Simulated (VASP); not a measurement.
Here is a VASP 6.6.1 calculation.

The input INCAR:

```
SYSTEM = Ru
ALGO     = Normal         ! electronic algorithm
EDIFF    = 1E-6           ! SCF threshold, eV
ENCUT    = 520            ! plane-wave cutoff, eV
GGA      = RP             ! functional
ISIF     = 2              ! what is computed and relaxed
ISMEAR   = -1             ! smearing method
ISPIN    = 2              ! spin polarisation
LASPH    = .TRUE.         ! aspherical terms in the spheres
LCHARG   = .FALSE.        ! write CHGCAR
LMAXMIX  = 4              ! l up to which the mixer works
LORBIT   = 11             ! projections on sites
LREAL    = .FALSE.        ! projectors in reciprocal space
LWAVE    = .FALSE.        ! write WAVECAR
MAGMOM   = 1 1            ! initial moments
NBANDS   = 25             ! bands
NELM     = 150            ! most SCF steps
PREC     = Accurate       ! precision mode
SIGMA    = 0.05           ! smearing width, eV
```

The input KPOINTS:

```
k-points
0
G
  22 22 12
  0 0 0
```

Contents of POSCAR:

```
Ru
1.0
    2.7000183873      0.0000000000      0.0000000000
   -1.3500091936      2.3382845141      0.0000000000
    0.0000000000      0.0000000000      4.2474879180
Ru
2
Direct
    0.3333333333      0.6666666667      0.2500000000
    0.6666666667      0.3333333333      0.7500000000
```

Potentials or basis: VASP PAW PBE potentials, release 64 (Ru_pv).

Launch:

```bash
$ cat potpaw_PBE.64/Ru_pv/POTCAR > POTCAR
$ mpirun -np 1 vasp_std > vasp.out
```

What does it give for the pressure?

13.2 GPa.

What does it give for the net moment?

0.00 μB per cell.

Stress tensor (GPa, compression positive):
```
12.53  0.00  0.00
 0.00 12.53  0.00
 0.00  0.00 14.65
```

Caveat: the cell stands under pressure; an empty level that is flat over the whole mesh can mark a ghost state of the potentials, or a narrow d or f band; the PAW data sets were made with another functional, which shifts forces and pressure a little.
